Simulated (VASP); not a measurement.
Input of a VASP 6.6.1 run:

Contents of INCAR:

```
PREC = Accurate
ENCUT = 520
EDIFF = 1E-6
ISMEAR = 0
SIGMA = 0.1
LREAL = False
LASPH = True
NELM = 100
ALGO = Normal
ISIF = 2
LWAVE = False
LCHARG = True
GGA = PE
LELF = True
LVHAR = True
NBANDS = 19
```

Contents of KPOINTS:

```
regular mesh
0
Gamma
  18 18 10
```

The input POSCAR:

```
Zn
1.0
    2.6350410099      0.0000000000      0.0000000000
   -1.3175205050      2.2820124546      0.0000000000
    0.0000000000      0.0000000000      5.0919907928
Zn
2
Direct
    0.0000000000      0.0000000000      0.0000000000
    0.3333333333      0.6666666667      0.5000000000
```

Potentials or basis: VASP PAW PBE potentials, release 64 (Zn).

The run is started by

```sh
$ cat potpaw_PBE.64/Zn/POTCAR > POTCAR
$ mpirun -np 1 vasp_std > vasp.out
```

**Question.** Predict the pressure.

**Answer.** 0.4 GPa.

**Question.** Estimate the band gap on the k mesh.

**Answer.** Zero (band 12 reaches 4.82 eV, above the bottom of band 13 at -0.43 eV).

Stress tensor (GPa, compression positive):
```
0.48 0.00 0.00
0.00 0.48 0.00
0.00 0.00 0.19
```
